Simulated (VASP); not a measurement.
# Ru (P6_3/mmc) in VASP: further runs

Ru is run at these levels: LDA; tasks: single point, relaxation of cell and atoms.

All numbers are computed with VASP 6.6.1; they aren't measurements. Logs are shortened: lines on timing, memory, paths and dates and some standing lists are left out, and cuts for length are marked.

## 1. The cell of the first run

It takes space group P6_3/mmc (No. 194, hexagonal). Conventional cell: a = 2.676 Å, b = 2.676 Å, c = 4.225 Å, α = 90.00°, β = 90.00°, γ = 120.00°. Ru (site symmetry -6m2) has 12 Ru at 2.62 to 2.68 Å within 3.5 Å.

## 2. Single point, LDA

File INCAR:

```
PREC     = Accurate       # precision mode
ENCUT    = 520            # plane-wave cutoff, eV
EDIFF    = 1E-6           # SCF threshold, eV
ISMEAR   = -1             # smearing method
SIGMA    = 0.15           # smearing width, eV
LREAL    = F              # projectors in reciprocal space
LASPH    = T              # aspherical terms in the spheres
NELM     = 80             # most SCF steps
ALGO     = Normal         # electronic algorithm
ISIF     = 2              # what is computed and relaxed
LWAVE    = F              # write WAVECAR
LCHARG   = T              # write CHGCAR
GGA      = CA             # functional
LELF     = T              # ELF
LVHAR    = T            
NBANDS   = 21             # bands
```

File KPOINTS:

```
regular mesh
0
Gamma
  18 18 8
```

File POSCAR:

```
Ru
1.0
    2.6764717861      0.0000000000      0.0000000000
   -1.3382358931      2.3178925593      0.0000000000
    0.0000000000      0.0000000000      4.2251287888
Ru
2
Direct
    0.3333333333      0.6666666667      0.2500000000
    0.6666666667      0.3333333333      0.7500000000
```

Potentials or basis: VASP PAW LDA potentials, release 64 (Ru_pv).

Launch:

```
> cat potpaw_LDA.64/Ru_pv/POTCAR > POTCAR
> mpirun -np 1 vasp_std > vasp.out
```

OUTCAR:

```text
PREC = Accurate
   ENCUT = 520
   EDIFF = 1E-6
   ISMEAR = -1
   LREAL = F
   LASPH = T
   NELM = 80
   ISIF = 2
   GGA = CA

 ion  position               nearest neighbor table
   1  0.333  0.667  0.250-   2 2.62   2 2.62   2 2.62   2 2.62   2 2.62   2 2.62
   2  0.667  0.333  0.750-   1 2.62   1 2.62   1 2.62   1 2.62   1 2.62   1 2.62

  LATTYP: Found a hexagonal cell.
 ALAT       =     2.6764717861
 C/A-ratio  =     1.5786188409

  Lattice vectors:

 A1 = (   2.6764717861,   0.0000000000,   0.0000000000)
 A2 = (  -1.3382358931,   2.3178925593,   0.0000000000)
 A3 = (   0.0000000000,   0.0000000000,   4.2251287888)

Analysis of symmetry for initial positions (statically):
=====================================================================
 Subroutine PRICEL returns:
 Original cell was already a primitive cell.

 Routine SETGRP: Setting up the symmetry group for a
 hexagonal supercell.

 Subroutine GETGRP returns: Found 24 space group operations
 (whereof 12 operations were pure point group operations)
 out of a pool of 24 trial point group operations.

The static configuration has the point symmetry D_3d.
 The point group associated with its full space group is D_6h.

Analysis of symmetry for dynamics (positions and initial velocities):
=====================================================================
 Subroutine PRICEL returns:
 Original cell was already a primitive cell.

 Routine SETGRP: Setting up the symmetry group for a
 hexagonal supercell.

 Subroutine GETGRP returns: Found 24 space group operations
 (whereof 12 operations were pure point group operations)
 out of a pool of 24 trial point group operations.

The dynamic configuration has the point symmetry D_3d.
 The point group associated with its full space group is D_6h.

 Subroutine INISYM returns: Found 24 space group operations
 (whereof 12 operations are pure point group operations),
 and found     1 'primitive' translations

----------------------------------------------------------------------------------------

                                     Primitive cell

  volume of cell :      26.2117

  direct lattice vectors                    reciprocal lattice vectors
     2.676471786  0.000000000  0.000000000     0.373626206  0.215713191  0.000000000
    -1.338235893  2.317892559  0.000000000     0.000000000  0.431426382  0.000000000
     0.000000000  0.000000000  4.225128789     0.000000000  0.000000000  0.236679176

  length of vectors
     2.676471786  2.676471786  4.225128789     0.431426382  0.431426382  0.236679176

  position of ions in fractional coordinates (direct lattice)
     0.333333333  0.666666667  0.250000000
     0.666666667  0.333333333  0.750000000

  ion indices of the primitive-cell ions
   primitive index   ion index
                 1           1
                 2           2

----------------------------------------------------------------------------------------

 KPOINTS: regular mesh

Automatic generation of k-mesh.
 Grid dimensions read from file:
 generate k-points for:   18   18    8

 Generating k-lattice:

  Cartesian coordinates                     Fractional coordinates (reciprocal lattice)
     0.020757011  0.011984066  0.000000000     0.055555556  0.000000000  0.000000000
     0.000000000  0.023968132  0.000000000     0.000000000  0.055555556  0.000000000
     0.000000000  0.000000000  0.029584897     0.000000000  0.000000000  0.125000000

  Length of vectors
     0.023968132  0.023968132  0.029584897

  Shift w.r.t. Gamma in fractional coordinates (k-lattice)
     0.000000000  0.000000000  0.000000000

 Subroutine IBZKPT returns following result:
 ===========================================

 Found    185 irreducible k-points:

 Following reciprocal coordinates:
            Coordinates               Weight
  0.000000  0.000000  0.000000      1.000000
  0.055556 -0.000000  0.000000      6.000000
  0.111111 -0.000000  0.000000      6.000000
  0.166667 -0.000000  0.000000      6.000000
  0.222222  0.000000  0.000000      6.000000
  0.277778  0.000000  0.000000      6.000000
[... 16 lines left out ...]
  0.333333  0.111111  0.000000     12.000000
  0.388889  0.111111  0.000000     12.000000
 [... further k-points ...]
   k-points           NKPTS =    185   k-points in BZ     NKDIM =    185   number of bands    NBANDS=     21
   number of dos      NEDOS =    301   number of ions     NIONS =      2
   total plane-waves  NPLWV =  12800
   dimension x,y,z NGX =    20 NGY =   20 NGZ =   32
   dimension x,y,z NGXF=    40 NGYF=   40 NGZF=   64
   ions per type =               2
   NGX,Y,Z   is equivalent  to a cutoff of  12.42, 12.42, 12.59 a.u.
   NGXF,Y,Z  is equivalent  to a cutoff of  24.85, 24.85, 25.18 a.u.
 SYSTEM =  unknown system
   PREC   = accura    normal or accurate (medium, high low for compatibility)
   ISTART =      0    job   : 0-new  1-cont  2-samecut
   ICHARG =      2    charge: 1-file 2-atom 10-const
   ISPIN  =      1    spin polarized calculation?
   LNONCOLLINEAR =      F non collinear calculations
   LSORBIT =      F    spin-orbit coupling
   LASPH  =      T    aspherical Exc in radial PAW
   ENCUT  =  520.0 eV  38.22 Ry    6.18 a.u.   4.98  4.98  7.86*2*pi/ulx,y,z
   NELM   =     80;   NELMIN=  2; NELMDL= -5     # of ELM steps
   EDIFF  = 0.1E-05   stopping-criterion for ELM
   LREAL  =      F    real-space projection
   EDIFFG = 0.1E-04   stopping-criterion for IOM
   NSW    =      0    number of steps for IOM
   IBRION =     -1    ionic relax: 0-MD 1-quasi-New 2-CG
   NFREE  =      0    steps in history (QN), initial steepest desc. (CG)
   ISIF   =      2    stress and relaxation
   ISYM   =      2    0-nonsym 1-usesym 2-fastsym
   POTIM  = 0.5000    time-step for ionic-motion
   TEBEG  =    0.0;   TEEND  =   0.0 temperature during run
   PSTRESS=    0.0 pullay stress
   NELECT =      28.0000    total number of electrons
   NUPDOWN=      -1.0000    fix difference up-down
   EMIN   =  10.00;   EMAX   =-10.00  energy-range for DOS
   EFERMI =   0.00;   METHOD = LEGACY
   ISMEAR =    -1;   SIGMA  =   0.15  broadening in eV -4-tet -1-fermi 0-gaus
   EFERMI_NEDOS =   21; number of points for ismear=-14 and -15
   IALGO  =     38    algorithm
   IMIX   =      4    mixing-type and parameters
     AMIX     =   0.40;   BMIX     =  1.00
     AMIX_MAG =   1.60;   BMIX_MAG =  1.00
  volume/ion in A,a.u.               =      13.11        88.44
  Fermi-wavevector in a.u.,A,eV,Ry     =   1.673512  3.162479 38.105060  2.800643
  Thomas-Fermi vector in A             =   2.758470
   LORBIT       =      0    0 simple, 1 ext, 2 COOP (PROOUT), +10 PAW based schemes
   GGA     = CA    functional components
   LHFCALC =     F    Hartree Fock is set to
   AEXX    =    0.0000 exact exchange contribution
   IVDW    =     0    specifies the selected vdW correction
   LEPSILON=     F    determine dielectric tensor
   LRPA    =     F    only Hartree local field effects (RPA)
 non-spin polarized calculation
  energy-cutoff  :      520.00
  volume of cell :       26.21
 maximum number of plane-waves:       732
 NGX is ok and might be reduce to    20
   NGX =  9   NGY =  9   NGZ = 15

 number of electron      27.9999992 magnetization

 Free energy of the ion-electron system (eV)
  ---------------------------------------------------
  ext. energy  EPLUGINS =         0.00000000
  ---------------------------------------------------
  free energy    TOTEN  =       -21.44979421 eV

  energy without entropy =      -21.33392381  energy(sigma->0) =      -21.39185901

 E-fermi :  13.3769     XC(G=0): -14.5979

 val. band max:       13.3642596663   @ k =   0.4444   0.1111   0.5000
 cond. band min:      13.3770998624   @ k =   0.0556  -0.0000   0.3750
 fundamental gap:      0.0128401961
 Fermi energy:        13.3768693293

 k-point     1 :       0.0000    0.0000    0.0000
  band No.  band energies     occupation
      1     -30.2490      2.00000
      2     -29.1796      2.00000
      3     -29.1796      2.00000
      4     -28.9844      2.00000
      5     -28.9844      2.00000
      6     -28.9368      2.00000
[... 13 lines left out ...]
     20      23.3068      0.00000
     21      24.1167      0.00000

 k-point     2 :       0.0556   -0.0000    0.0000
  band No.  band energies     occupation
      1     -30.2370      2.00000
      2     -29.2054      2.00000
      3     -29.1884      2.00000
      4     -29.0113      2.00000
      5     -28.9878      2.00000
      6     -28.9424      2.00000
[... 13 lines left out ...]
     20      23.3067      0.00000
     21      24.0995      0.00000

 k-point     3 :       0.1111   -0.0000    0.0000
  band No.  band energies     occupation
      1     -30.2015      2.00000
      2     -29.2795      2.00000
      3     -29.2131      2.00000
      4     -29.0881      2.00000
      5     -28.9979      2.00000
      6     -28.9593      2.00000
[... 13 lines left out ...]
     20      23.3067      0.00000
     21      24.0416      0.00000

 k-point     4 :       0.1667   -0.0000    0.0000
  band No.  band energies     occupation
      1     -30.1448      2.00000
      2     -29.3932      2.00000
      3     -29.2500      2.00000
      4     -29.2035      2.00000
      5     -29.0143      2.00000
      6     -28.9876      2.00000
[... 13 lines left out ...]
     20      23.3067      0.00000
     21      23.9366      0.00000

 k-point     5 :       0.2222    0.0000    0.0000
  band No.  band energies     occupation
      1     -30.0704      2.00000
      2     -29.5324      2.00000
      3     -29.3414      2.00000
      4     -29.2940      2.00000
      5     -29.0355      2.00000
      6     -29.0271      2.00000
[... 13 lines left out ...]
     20      23.3066      0.00000
     21      23.7974      0.00000
[... 382 lines left out ...]
     20      23.3065      0.00000
     21      23.7230      0.00000

 k-point    22 :       0.2778    0.1111    0.0000
  band No.  band energies     occupation
      1     -29.8624      2.00000
      2     -29.8037      2.00000
      3     -29.6491      2.00000
      4     -29.3967      2.00000
      5     -29.1529      2.00000
      6     -29.1400      2.00000
[... 13 lines left out ...]
     20      23.6593      0.00000
     21      23.6863      0.00000

 k-point    23 :       0.3333    0.1111    0.0000
  band No.  band energies     occupation
      1     -29.9093      2.00000
      2     -29.7726      2.00000
      3     -29.7198      2.00000
      4     -29.4505      2.00000
      5     -29.2156      2.00000
      6     -29.1639      2.00000
[... 13 lines left out ...]
     20      23.3066      0.00000
     21      24.4604      0.00000

 k-point    24 :       0.3889    0.1111    0.0000
  band No.  band energies     occupation
      1     -29.9779      2.00000
      2     -29.7658      2.00000
      3     -29.6997      2.00000
      4     -29.4850      2.00000
      5     -29.2707      2.00000
      6     -29.1794      2.00000
[... 13 lines left out ...]
     20      23.3059      0.00000
     21      24.7937      0.00000

 [... further k-points ...]
[... 5 lines left out ...]
  --------------------------------------------------------------------------------------
  -------------------------------------------------------------------------------------
  Total        0.1475078      0.1475078      0.1600023     -0.0000000     -0.0000000      0.0000000
  in kB        9.0163239      9.0163239      9.7800452     -0.0000000     -0.0000000      0.0000000
  external PRESSURE =       9.2708977 kB  Pullay stress =       0.0000000 kB

 VOLUME and BASIS-vectors are now :
 -----------------------------------------------------------------------------
  energy-cutoff  :      520.00
  volume of cell :       26.21
      direct lattice vectors                 reciprocal lattice vectors
     2.676471786  0.000000000  0.000000000     0.373626206  0.215713191  0.000000000
    -1.338235893  2.317892559  0.000000000     0.000000000  0.431426382  0.000000000
     0.000000000  0.000000000  4.225128789     0.000000000  0.000000000  0.236679176

 POSITION                                       TOTAL-FORCE (eV/Angst)
 -----------------------------------------------------------------------------------
     -0.00000      1.54526      1.05628        -0.000000     -0.000000      0.000000
      1.33824      0.77263      3.16885         0.000000      0.000000      0.000000
 -----------------------------------------------------------------------------------
    total drift:                               -0.000000      0.000000     -0.000000

  FREE ENERGIE OF THE ION-ELECTRON SYSTEM (eV)
  ---------------------------------------------------
  free  energy   TOTEN  =       -21.4497942104 eV

  energy  without entropy=      -21.3339238076  energy(sigma->0) =      -21.39185901
```

Wall time 30 s (1 thread of Intel Xeon 6975P-C (Granite Rapids), shared host); peak memory 0.18 GiB.

What came out:

```
Free energy            : -21.4498 eV
Pressure               : 0.9 GPa
Band gap on the k mesh : zero (band 14 reaches 15.09 eV, above the bottom of band 15 at 11.61 eV)
```

Stress tensor (GPa, compression positive):
```
0.90 0.00 0.00
0.00 0.90 0.00
0.00 0.00 0.98
```

Levels at points of the mesh, in eV from the Fermi level:
```tsv
k point	band 11	band 12	band 13	band 14	band 15	band 16	band 17	band 18
(0.00, 0.00, 0.00)	-2.57	-2.05	-2.05	-1.51	-1.51	1.24	1.24	1.34
(0.50, 0.00, 0.00)	-2.18	-1.88	-1.61	1.50	1.95	2.05	4.26	6.35
(0.00, 0.00, 0.50)	-2.96	-2.96	-2.85	-2.85	0.57	0.57	0.57	0.57
(0.50, 0.00, 0.50)	-1.15	-1.15	0.45	0.45	1.77	1.77	3.52	3.52
```

(Continued in part 2 of 2.)
